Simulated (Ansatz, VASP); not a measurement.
## One calculation of TiO2, two programs

Contents of INCAR:

```
SYSTEM = TiO2
PREC = Accurate
ENCUT = 520
EDIFF = 1E-7
ISMEAR = 0
SIGMA = 0.01
LREAL = .FALSE.
LASPH = .TRUE.
NELM = 60
ALGO = Normal
ISIF = 2
LWAVE = .FALSE.
LCHARG = .FALSE.
GGA = PE
IBRION = 2
NSW = 80
EDIFFG = -0.004
```

KPOINTS

```
regular mesh
0
G
  5 5 5
  0 0 0
```

File POSCAR:

```
TiO2
1.0
   -1.8921000000      1.8921000000      4.7573000000
    1.8921000000     -1.8921000000      4.7573000000
    1.8921000000      1.8921000000     -4.7573000000
Ti O
2 4
Direct
    0.0000000000      0.0000000000      0.0000000000
    0.7500000000      0.2500000000      0.5000000000
    0.2081000000      0.2081000000      0.0000000000
    0.9581000000      0.4581000000      0.5000000000
    0.5419000000      0.0419000000      0.5000000000
    0.7919000000      0.7919000000      0.0000000000
```

Input for Ansatz:

```yaml
crystal:
  lattice:
    - [-1.8921, 1.8921, 4.7573]
    - [1.8921, -1.8921, 4.7573]
    - [1.8921, 1.8921, -4.7573]
  atoms:
    - { symbol: Ti, position: [0.0, 0.0, 0.0] }
    - { symbol: Ti, position: [0.75, 0.25, 0.5] }
    - { symbol: O, position: [0.2081, 0.2081, 0.0] }
    - { symbol: O, position: [0.9581, 0.4581, 0.5] }
    - { symbol: O, position: [0.5419, 0.0419, 0.5] }
    - { symbol: O, position: [0.7919, 0.7919, 0.0] }
scf:
  occupations: { method: fixed }
output:
  forces: true
  stress: true
  write_density: true
  write_potential: true
  elf: true
  volumetric_format: npy
hamiltonian:
  xc: pbe
kpoints:
  mp_grid: { grid: [5, 5, 5] }
relax:
  f_tol: 0.004
```

Alike in both runs: task relaxation of the atoms; functional PBE; k mesh 5 × 5 × 5; no spin polarisation.

|  | VASP | Ansatz |
| --- | --- | --- |
| version | VASP 6.6.1 | Ansatz 0.2.0 |
| potentials or method | VASP PAW PBE potentials, release 64 (Ti_sv, O) | scalar-relativistic, plane waves, PAW |
| plane-wave cutoff (eV) | 520 | 420 |
| occupations | gaussian, width 0.01 eV | fixed |
| valence electrons in the cell | 48 | 48 |

Ansatz gave:

- gap on the k mesh at the Fermi level, each at its own relaxed structure (eV): 2.11

Q: What did VASP give for the same quantities?

A: gap on the k mesh at the Fermi level, each at its own relaxed structure (eV): 2.09.

Ansatz's warnings: stress scf threshold loose.

The k mesh is coarse, so the values compare programs but aren't converged.
